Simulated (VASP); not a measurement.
BaTe:

```xyz
2
Lattice="0.0000 3.6384 3.6384 3.6384 0.0000 3.6384 3.6384 3.6384 0.0000" Properties=species:S:1:pos:R:3 pbc="T T T"
Ba    0.0000    0.0000    0.0000
Te    3.6384    3.6384    3.6384
```

This cell differs from its parent crystal: strain +3.0%.

Base run:

* Program: VASP 6.6.1
* Functional: PBE
* Potentials or basis: VASP PAW PBE potentials, release 64 (Ba_sv, Te)
* Cutoff: 520 eV
* k mesh: 4 × 4 × 4
* Occupations: gaussian, width 0.01 eV
* Spin: no spin polarisation

Its results: band gap on the k mesh 1.73 eV (least direct gap 2.11 eV); pressure -1.8 GPa.

Problem. The run is repeated on the same cell with these changes: functional from PBE to HSE06; further incar settings from ALGO = Normal; EDIFF = 1e-07; NBANDS = 15 to ALGO = Normal; EDIFF = 1e-06; NBANDS = 15. What comes out?

Solution. Band gap on the k mesh 2.46 eV (least direct gap 2.88 eV); pressure -2.2 GPa.

Caveats: spin-orbit coupling is left out, which moves the levels of the heavy elements; the PAW data sets were made with another functional, which shifts forces and pressure a little (at least some runs).

A k mesh can miss the band edges.
